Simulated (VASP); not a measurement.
GaP: single point with PBE

The system is GaP.

```
Ga P
1.0
     3.81797    0.00000    0.00000
    -1.90899    3.30646    0.00000
     0.00000    0.00000   12.65243
Ga P
4 4
Direct
  0.33333 0.66667 0.33686
  0.33333 0.66667 0.83686
  0.66667 0.33333 0.16314
  0.66667 0.33333 0.66314
  0.00000 0.00000 0.41324
  0.00000 0.00000 0.91324
  0.00000 0.00000 0.08676
  0.00000 0.00000 0.58676
```

* Program: VASP 6.6.1
* Task: single point
* Functional: PBE
* Potentials or basis: VASP PAW PBE potentials, release 64 (Ga_d, P)
* Cutoff: 520 eV
* k mesh: 6 × 6 × 2
* Occupations: gaussian, width 0.2 eV
* Spin: no spin polarisation
* Dipole correction: no
* Further INCAR settings: ALGO = Normal; EDIFF = 1e-06; NBANDS = 46

```json
{
 "Pressure": "0.1 GPa",
 "Largest force": "0.077 eV/Å",
 "Band gap on the k mesh": "zero (band 36 reaches 5.25 eV, above the bottom of band 37 at 4.90 eV)"
}
```

Forces on the atoms (eV/Å):
```
Ga   0.000  0.000 -0.063
Ga   0.000  0.000 -0.063
Ga   0.000  0.000  0.063
Ga   0.000  0.000  0.063
P    0.000  0.000  0.077
P    0.000  0.000  0.077
P    0.000  0.000 -0.077
P    0.000  0.000 -0.077
```

Stress tensor (GPa, compression positive):
```
0.00 0.00 0.00
0.00 0.00 0.00
0.00 0.00 0.15
```

Levels at points of the mesh, in eV from the Fermi level:
```tsv
k point	band 32	band 33	band 34	band 35	band 36	band 37	band 38	band 39	band 40	band 41
(0.00, 0.00, 0.00)	-0.19	0.01	0.01	0.16	0.16	1.39	1.50	1.77	2.60	3.40
(0.50, 0.00, 0.00)	-2.64	-1.91	-1.73	-1.22	-1.00	0.23	0.60	1.77	2.06	2.80
(0.00, 0.00, 0.50)	-1.56	0.09	0.09	0.09	0.09	1.56	1.56	2.80	2.80	3.66
(0.50, 0.00, 0.50)	-2.86	-1.34	-1.34	-1.21	-1.21	0.09	0.09	1.89	1.89	2.84
```

Run time: 2.3 min on 1 thread of Intel(R) Xeon(R) Platinum 8259CL CPU @ 2.50GHz (Skylake/Cascade Lake), with other jobs on the host, peak memory 0.29 GiB.
